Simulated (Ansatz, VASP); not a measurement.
# Two plane-wave programs on SnO2

Contents of INCAR:

```
PREC = Accurate
ENCUT = 520
EDIFF = 1E-7
ISMEAR = 0
SIGMA = 0.05
LREAL = False
LASPH = True
NELM = 100
ALGO = Normal
ISIF = 2
LWAVE = False
LCHARG = False
GGA = PE
NBANDS = 35
```

KPOINTS

```
Automatic mesh
0
Gamma
  6 6 10
```

Contents of POSCAR:

```
SnO2
1.0
    4.4234345592      0.0000000000      0.0000000000
    0.0000000000      4.4234345592      0.0000000000
    0.0000000000      0.0000000000      3.8568954299
Sn O
2 4
Direct
    0.0000000000      0.0000000000      0.0000000000
    0.5000000000      0.5000000000      0.5000000000
    0.3066050867      0.3066050867      0.0000000000
    0.1933949133      0.8066050867      0.5000000000
    0.6933949133      0.6933949133      0.0000000000
    0.8066050867      0.1933949133      0.5000000000
```

Input for Ansatz:

```yaml
crystal:
  lattice:
    - [4.4234345592, 0.0, 0.0]
    - [0.0, 4.4234345592, 0.0]
    - [0.0, 0.0, 3.8568954299]
  atoms:
    - { symbol: Sn, position: [0.0, 0.0, 0.0] }
    - { symbol: Sn, position: [0.5, 0.5, 0.5] }
    - { symbol: O, position: [0.3066050867, 0.3066050867, 0.0] }
    - { symbol: O, position: [0.1933949133, 0.8066050867, 0.5] }
    - { symbol: O, position: [0.6933949133, 0.6933949133, 0.0] }
    - { symbol: O, position: [0.8066050867, 0.1933949133, 0.5] }
basis:
  ecutwfc: 420
kpoints:
  mp_grid: { grid: [6, 6, 10] }
hamiltonian:
  xc: pbe
scf:
  occupations: { method: gaussian, width: 0.05 }
output:
  forces: true
  stress: true
  eigenvalues: true
```

Alike in both runs: task single point; functional PBE; k mesh 6 × 6 × 10; occupations gaussian, width 0.05 eV; no spin polarisation.

|  | VASP | Ansatz |
| --- | --- | --- |
| version | VASP 6.6.1 | Ansatz 0.2.0 |
| potentials or method | VASP PAW PBE potentials, release 64 (Sn_d, O), cutoff 520 eV | scalar-relativistic, plane waves, PAW |
| valence electrons in the cell | 52 | 52 |

|  | VASP | Ansatz | Ansatz less VASP |
| --- | --- | --- | --- |
| gap on the k mesh at the Fermi level (eV) | 0.73 | 0.75 | +0.012 |
| least direct gap on the mesh (eV) | 0.73 | 0.75 | +0.012 |
| pressure (GPa) | 1.5 | 1.1 | -0.37 |
| traceless stress, the component that is largest in VASP (GPa) | -24.52 | -24.29 | +0.229 |
| rms of the force components (eV/Å) | 0.449 | 0.425 | -0.0231 |

Atom by atom the forces differ by 0.023 eV/Å (rms over components).
